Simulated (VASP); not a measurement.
# Re (Pm-3m) in VASP: a series of runs

Runs on Re. Level: r2SCAN. Tasks: single point, relaxation of cell and atoms.

Program: VASP 6.6.1. These are calculated values, not measurements. Logs are shortened: lines on timing, memory, paths and dates and some standing lists are left out, and cuts for length are marked.

### Step 1. The cell of the first run

It takes space group Pm-3m (No. 221, cubic). The conventional cell has a = 2.562 Å, b = 2.562 Å, c = 2.562 Å, α = 90.00°, β = 90.00°, γ = 90.00°. Re (site symmetry m-3m) has 6 Re at 2.56 Å within 3.4 Å.

This isn't the form of Re at room conditions, which is hcp.

### Step 2. Single point, r2SCAN

Contents of POSCAR:

```
Re
1.0
    2.5620854667      0.0000000000      0.0000000000
    0.0000000000      2.5620854667      0.0000000000
    0.0000000000      0.0000000000      2.5620854667
Re
1
Direct
    0.0000000000      0.0000000000      0.0000000000
```

Contents of INCAR.step1:

```
SYSTEM = Re
  ALGO = Normal
  EDIFF = 1E-4
  ENCUT = 520
  GGA = PE
  ISMEAR = 0
  LASPH = .TRUE.
  LCHARG = .FALSE.
  LREAL = .FALSE.
  LWAVE = .TRUE.
  NBANDS = 10
  NELM = 60
  PREC = Accurate
  SIGMA = 0.1
```

Contents of INCAR.step2:

```
SYSTEM = Re
  ALGO = Normal
  EDIFF = 1E-7
  ENCUT = 520
  ISIF = 2
  ISMEAR = 0
  ISTART = 1
  LASPH = .TRUE.
  LCHARG = .FALSE.
  LMIXTAU = .TRUE.
  LREAL = .FALSE.
  LWAVE = .FALSE.
  METAGGA = R2SCAN
  NBANDS = 10
  NELM = 60
  PREC = Accurate
  SIGMA = 0.1
```

Contents of KPOINTS:

```
k-points
0
G
  22 22 22
  0 0 0
```

Potentials or basis: VASP PAW PBE potentials, release 64 (Re).

Launch:

```sh
cat potpaw_PBE.64/Re/POTCAR > POTCAR
cp INCAR.step1 INCAR
mpirun -np 1 vasp_std > vasp.out
cp INCAR.step2 INCAR
mpirun -np 1 vasp_std > vasp.out
```

OUTCAR:

```text
SYSTEM = Re
   EDIFF = 1E-7
   ENCUT = 520
   ISIF = 2
   ISMEAR = 0
   ISTART = 1
   LASPH = .TRUE.
   LREAL = .FALSE.
   METAGGA = R2SCAN
   NELM = 60
   PREC = Accurate

 ion  position               nearest neighbor table
   1  0.000  0.000  0.000-

  LATTYP: Found a simple cubic cell.
 ALAT       =     2.5620854667

  Lattice vectors:

 A1 = (   2.5620854667,   0.0000000000,   0.0000000000)
 A2 = (   0.0000000000,   2.5620854667,   0.0000000000)
 A3 = (   0.0000000000,   0.0000000000,   2.5620854667)

Analysis of symmetry for initial positions (statically):
=====================================================================
 Subroutine PRICEL returns:
 Original cell was already a primitive cell.

 Routine SETGRP: Setting up the symmetry group for a
 simple cubic supercell.

 Subroutine GETGRP returns: Found 48 space group operations
 (whereof 48 operations were pure point group operations)
 out of a pool of 48 trial point group operations.

The static configuration has the point symmetry O_h .

Analysis of symmetry for dynamics (positions and initial velocities):
=====================================================================
 Subroutine PRICEL returns:
 Original cell was already a primitive cell.

 Routine SETGRP: Setting up the symmetry group for a
 simple cubic supercell.

 Subroutine GETGRP returns: Found 48 space group operations
 (whereof 48 operations were pure point group operations)
 out of a pool of 48 trial point group operations.

The dynamic configuration has the point symmetry O_h .

 Subroutine INISYM returns: Found 48 space group operations
 (whereof 48 operations are pure point group operations),
 and found     1 'primitive' translations

----------------------------------------------------------------------------------------

                                     Primitive cell

  volume of cell :      16.8183

  direct lattice vectors                    reciprocal lattice vectors
     2.562085467  0.000000000  0.000000000     0.390307042  0.000000000  0.000000000
     0.000000000  2.562085467  0.000000000     0.000000000  0.390307042  0.000000000
     0.000000000  0.000000000  2.562085467     0.000000000  0.000000000  0.390307042

  length of vectors
     2.562085467  2.562085467  2.562085467     0.390307042  0.390307042  0.390307042

  position of ions in fractional coordinates (direct lattice)
     0.000000000  0.000000000  0.000000000

  ion indices of the primitive-cell ions
   primitive index   ion index
                 1           1

----------------------------------------------------------------------------------------

 KPOINTS: k-points

Automatic generation of k-mesh.
 Grid dimensions read from file:
 generate k-points for:   22   22   22

 Generating k-lattice:

  Cartesian coordinates                     Fractional coordinates (reciprocal lattice)
     0.017741229  0.000000000  0.000000000     0.045454545  0.000000000  0.000000000
     0.000000000  0.017741229  0.000000000     0.000000000  0.045454545  0.000000000
     0.000000000  0.000000000  0.017741229     0.000000000  0.000000000  0.045454545

  Length of vectors
     0.017741229  0.017741229  0.017741229

  Shift w.r.t. Gamma in fractional coordinates (k-lattice)
     0.000000000  0.000000000  0.000000000

 Subroutine IBZKPT returns following result:
 ===========================================

 Found    364 irreducible k-points:

 Following reciprocal coordinates:
            Coordinates               Weight
  0.000000  0.000000  0.000000      1.000000
  0.045455  0.000000  0.000000      6.000000
  0.090909  0.000000  0.000000      6.000000
  0.136364  0.000000  0.000000      6.000000
  0.181818  0.000000  0.000000      6.000000
  0.227273  0.000000  0.000000      6.000000
[... 16 lines left out ...]
  0.500000  0.045455  0.000000     12.000000
  0.090909  0.090909  0.000000     12.000000
 [... further k-points ...]
   k-points           NKPTS =    364   k-points in BZ     NKDIM =    364   number of bands    NBANDS=     10
   number of dos      NEDOS =    301   number of ions     NIONS =      1
   total plane-waves  NPLWV =   8000
   dimension x,y,z NGX =    20 NGY =   20 NGZ =   20
   dimension x,y,z NGXF=    40 NGYF=   40 NGZF=   40
   ions per type =               1
   NGX,Y,Z   is equivalent  to a cutoff of  12.98, 12.98, 12.98 a.u.
   NGXF,Y,Z  is equivalent  to a cutoff of  25.95, 25.95, 25.95 a.u.
 SYSTEM =  Re
   PREC   = accura    normal or accurate (medium, high low for compatibility)
   ISTART =      1    job   : 0-new  1-cont  2-samecut
   ICHARG =      0    charge: 1-file 2-atom 10-const
   ISPIN  =      1    spin polarized calculation?
   LNONCOLLINEAR =      F non collinear calculations
   LSORBIT =      F    spin-orbit coupling
   LASPH  =      T    aspherical Exc in radial PAW
   ENCUT  =  520.0 eV  38.22 Ry    6.18 a.u.   4.76  4.76  4.76*2*pi/ulx,y,z
   NELM   =     60;   NELMIN=  2; NELMDL=  0     # of ELM steps
   EDIFF  = 0.1E-06   stopping-criterion for ELM
   LREAL  =      F    real-space projection
   EDIFFG = 0.1E-05   stopping-criterion for IOM
   NSW    =      0    number of steps for IOM
   IBRION =     -1    ionic relax: 0-MD 1-quasi-New 2-CG
   NFREE  =      0    steps in history (QN), initial steepest desc. (CG)
   ISIF   =      2    stress and relaxation
   ISYM   =      2    0-nonsym 1-usesym 2-fastsym
   POTIM  = 0.5000    time-step for ionic-motion
   TEBEG  =    0.0;   TEEND  =   0.0 temperature during run
   PSTRESS=    0.0 pullay stress
   NELECT =       7.0000    total number of electrons
   NUPDOWN=      -1.0000    fix difference up-down
   EMIN   =  10.00;   EMAX   =-10.00  energy-range for DOS
   EFERMI =   0.00;   METHOD = LEGACY
   ISMEAR =     0;   SIGMA  =   0.10  broadening in eV -4-tet -1-fermi 0-gaus
   EFERMI_NEDOS =   21; number of points for ismear=-14 and -15
   IALGO  =     38    algorithm
   IMIX   =      4    mixing-type and parameters
     AMIX     =   0.40;   BMIX     =  1.00
     AMIX_MAG =   1.60;   BMIX_MAG =  1.00
  volume/ion in A,a.u.               =      16.82       113.50
  Fermi-wavevector in a.u.,A,eV,Ry     =   1.222308  2.309827 20.327597  1.494036
  Thomas-Fermi vector in A             =   2.357459
   LORBIT       =      0    0 simple, 1 ext, 2 COOP (PROOUT), +10 PAW based schemes
   METAGGA = R2SCAN    functional components
   LHFCALC =     F    Hartree Fock is set to
   AEXX    =    0.0000 exact exchange contribution
   IVDW    =     0    specifies the selected vdW correction
   LEPSILON=     F    determine dielectric tensor
   LRPA    =     F    only Hartree local field effects (RPA)
 non-spin polarized calculation
 Gauss-broadening in eV      SIGMA  =   0.10
  energy-cutoff  :      520.00
  volume of cell :       16.82
 maximum number of plane-waves:       468
 NGX is ok and might be reduce to    20
   NGX =  9   NGY =  9   NGZ =  9

 number of electron       7.0000000 magnetization

 Free energy of the ion-electron system (eV)
  ---------------------------------------------------
  ext. energy  EPLUGINS =         0.00000000
  ---------------------------------------------------
  free energy    TOTEN  =       -51.04970374 eV

  energy without entropy =      -51.04318851  energy(sigma->0) =      -51.04644613

 E-fermi :   6.7932     XC(G=0): -13.8888

 val. band max:        6.7913430152   @ k =   0.4545   0.3182   0.0455
 cond. band min:       6.7945386518   @ k =   0.5000   0.1364   0.0000
 fundamental gap:      0.0031956366
 Fermi energy:         6.7932486193

 k-point     1 :       0.0000    0.0000    0.0000
  band No.  band energies     occupation
      1      -2.9917      2.00000
      2       0.8941      2.00000
      3       0.8941      2.00000
      4      10.4886      0.00000
      5      10.4886      0.00000
      6      10.4886      0.00000
      7      23.0872      0.00000
      8      23.0872      0.00000
      9      23.0872      0.00000
     10      29.6998      0.00000

 k-point     2 :       0.0455    0.0000    0.0000
  band No.  band energies     occupation
      1      -2.9181      2.00000
      2       0.9122      2.00000
      3       0.9714      2.00000
      4      10.3791      0.00000
      5      10.3791      0.00000
      6      10.4963      0.00000
      7      22.6385      0.00000
      8      23.2416      0.00000
      9      23.2416      0.00000
     10      30.0383      0.00000

 k-point     3 :       0.0909    0.0000    0.0000
  band No.  band energies     occupation
      1      -2.7055      2.00000
      2       0.9656      2.00000
      3       1.2041      2.00000
      4      10.0730      0.00000
      5      10.0730      0.00000
      6      10.5188      0.00000
      7      21.5779      0.00000
      8      23.6800      0.00000
      9      23.6800      0.00000
     10      30.3325      0.00000

 k-point     4 :       0.1364    0.0000    0.0000
  band No.  band energies     occupation
      1      -2.3765      2.00000
      2       1.0510      2.00000
      3       1.5925      2.00000
      4       9.6249      0.00000
      5       9.6249      0.00000
      6      10.5546      0.00000
      7      20.3020      0.00000
      8      24.3415      0.00000
      9      24.3415      0.00000
     10      28.8749      0.00000

 k-point     5 :       0.1818    0.0000    0.0000
  band No.  band energies     occupation
      1      -1.9636      2.00000
      2       1.1630      2.00000
      3       2.1300      2.00000
      4       9.0992      0.00000
      5       9.0992      0.00000
      6      10.6008      0.00000
      7      19.0230      0.00000
      8      25.1526      0.00000
      9      25.1526      0.00000
     10      27.5227      0.00000

 k-point     6 :       0.2273    0.0000    0.0000
  band No.  band energies     occupation
      1      -1.5017      2.00000
      2       1.2942      2.00000
      3       2.7924      2.00000
      4       8.5533      0.00000
      5       8.5533      0.00000
      6      10.6540      0.00000
      7      17.8507      0.00000
      8      26.0460      0.00000
      9      26.0460      0.00000
     10      26.2843      0.00000
[... 183 lines left out ...]
 k-point    21 :       0.4091    0.0455    0.0000
  band No.  band energies     occupation
      1       0.3045      2.00000
      2       1.8684      2.00000
      3       5.0941      2.00000
      4       6.9191      0.07522
      5       7.1046      0.00001
      6      10.7567      0.00000
      7      15.5223      0.00000
      8      23.0777      0.00000
      9      28.0874      0.00000
     10      29.6322      0.00000

 k-point    22 :       0.4545    0.0455    0.0000
  band No.  band energies     occupation
      1       0.5431      2.00000
      2       1.9348      2.00000
      3       5.2007      2.00000
      4       6.7455      1.50046
      5       7.0922      0.00002
      6      10.7814      0.00000
      7      15.5003      0.00000
      8      22.7517      0.00000
      9      27.8206      0.00000
     10      29.5915      0.00000

 k-point    23 :       0.5000    0.0455    0.0000
  band No.  band energies     occupation
      1       0.6280      2.00000
      2       1.9578      2.00000
      3       5.2180      2.00000
      4       6.6870      1.86696
      5       7.0995      0.00001
      6      10.7899      0.00000
      7      15.5184      0.00000
      8      22.6419      0.00000
      9      27.6136      0.00000
     10      29.6258      0.00000

 k-point    24 :       0.0909    0.0909    0.0000
  band No.  band energies     occupation
      1      -2.4163      2.00000
      2       1.1583      2.00000
      3       1.3891      2.00000
      4       9.6299      0.00000
      5      10.0230      0.00000
      6      10.1953      0.00000
      7      21.8933      0.00000
      8      22.3854      0.00000
      9      24.2773      0.00000
     10      29.8766      0.00000

 [... further k-points ...]

------------------------ aborting loop because EDIFF is reached ----------------------------------------

  FORCE on cell =-STRESS in cart. coord.  units (eV):
  Direction    XX          YY          ZZ          XY          YZ          ZX
  --------------------------------------------------------------------------------------
  -------------------------------------------------------------------------------------
  Total       -0.0891255     -0.0891255     -0.0891255      0.0000000      0.0000000      0.0000000
  in kB       -8.4904694     -8.4904694     -8.4904694      0.0000000      0.0000000      0.0000000
  external PRESSURE =      -8.4904694 kB  Pullay stress =       0.0000000 kB

 VOLUME and BASIS-vectors are now :
 -----------------------------------------------------------------------------
  energy-cutoff  :      520.00
  volume of cell :       16.82
      direct lattice vectors                 reciprocal lattice vectors
     2.562085467  0.000000000  0.000000000     0.390307042  0.000000000  0.000000000
     0.000000000  2.562085467  0.000000000     0.000000000  0.390307042  0.000000000
     0.000000000  0.000000000  2.562085467     0.000000000  0.000000000  0.390307042

 POSITION                                       TOTAL-FORCE (eV/Angst)
 -----------------------------------------------------------------------------------
      0.00000      0.00000      0.00000         0.000000      0.000000      0.000000
 -----------------------------------------------------------------------------------
    total drift:                               -0.000000      0.000000      0.000000

  FREE ENERGIE OF THE ION-ELECTRON SYSTEM (eV)
  ---------------------------------------------------
  free  energy   TOTEN  =       -51.0497037393 eV

  energy  without entropy=      -51.0431885141  energy(sigma->0) =      -51.04644613
```

Wall time 2.7 min (1 thread of Intel Xeon Platinum 8375C at 2.90GHz (Ice Lake), shared host); peak memory 0.18 GiB.

Results:

| Item | Value |
| --- | --- |
| Free energy | -51.0497 eV |
| Pressure | -0.8 GPa |
| Band gap on the k mesh | zero (an odd number of electrons rules out a gap without spin polarisation) |

Caveat: the PAW data sets were made with another functional, which shifts forces and pressure a little; spin-orbit coupling is left out, which moves the levels of the heavy elements.

(Part 1 of 2 ends here.)
